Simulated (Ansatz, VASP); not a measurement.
**Two plane-wave programs on TiC**

```
Ti C
1.0
     0.00000    2.14673    2.14673
     2.14673    0.00000    2.14673
     2.14673    2.14673    0.00000
Ti C
1 1
Cartesian
  0.0000 0.0000 0.0000
  2.1467 2.1467 2.1467
```

Alike in both runs: functional PBEsol; k mesh 18 × 18 × 18; occupations fermi-dirac, width 0.08 eV; no spin polarisation.

Ansatz relaxed the structure, and its values are those at the end. VASP's run is a single point on that final structure, the one shown.

```csv
,VASP,Ansatz
version,VASP 6.6.1,Ansatz 0.2.0
potentials or method,"VASP PAW PBE potentials, release 64 (Ti_sv, C)","PAW with Ansatz's default frozen-core files, scalar-relativistic"
plane-wave cutoff (eV),520,420
valence electrons in the cell,16,16
```

|  | VASP | Ansatz | Ansatz less VASP |
| --- | --- | --- | --- |
| pressure (GPa) | 0.3 | 0.0 | -0.28 |

VASP's potentials were made for PBE, not for PBEsol.
